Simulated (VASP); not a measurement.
BaTiO3: single point with PBE

Crystal: BaTiO3.

```
CELL_PARAMETERS angstrom
3.89867 0.00000 0.00000
0.00000 3.89867 0.00000
0.00000 0.00000 4.11627
ATOMIC_POSITIONS crystal
Ba 0.50000 0.50000 0.50000
Ti 0.00000 0.00000 0.00000
O 0.50000 0.00000 0.00000
O 0.00000 0.50000 0.00000
O 0.00000 0.00000 0.50000
```

```json
{"Program": "VASP 6.6.1", "Task": "single point", "Functional": "PBE", "Potentials or basis": "VASP PAW PBE potentials, release 64 (Ba_sv, Ti_sv, O)", "Cutoff": "520 eV", "k mesh": "8 × 8 × 8", "Occupations": "gaussian, width 0.02 eV", "Spin": "no spin polarisation"}
```

The pressure is 9.3 GPa. The band gap on the k mesh is 1.68 eV, indirect (least direct gap 1.86 eV).

Stress tensor (GPa, compression positive):
```
13.09  0.00  0.00
 0.00 13.09  0.00
 0.00  0.00  1.70
```

Levels at points of the mesh, in eV from the valence-band top:
```csv
k point,band 18,band 19,band 20,band 21,band 22,band 23
"(0.00, 0.00, 0.00)",-0.26,-0.18,-0.18,1.68,1.68,1.78
"(0.50, 0.00, 0.00)",-1.97,-0.85,-0.78,1.87,3.68,3.71
"(0.50, 0.50, 0.00)",-0.63,-0.63,-0.06,3.69,3.69,4.18
"(0.00, 0.00, 0.50)",-1.55,-0.75,-0.75,1.91,3.23,3.23
"(0.50, 0.00, 0.50)",-1.12,-1.09,-0.28,3.24,3.71,3.91
"(0.50, 0.50, 0.50)",-0.09,-0.09,0.00,4.18,4.18,4.42
```

Run time: 3.4 min on 1 thread of Intel(R) Xeon(R) Platinum 8375C CPU @ 2.90GHz (Ice Lake), on a shared host, peak memory 0.26 GiB.

Caveat: spin-orbit coupling is left out, which moves the levels of the heavy elements. A k mesh can miss the band edges.
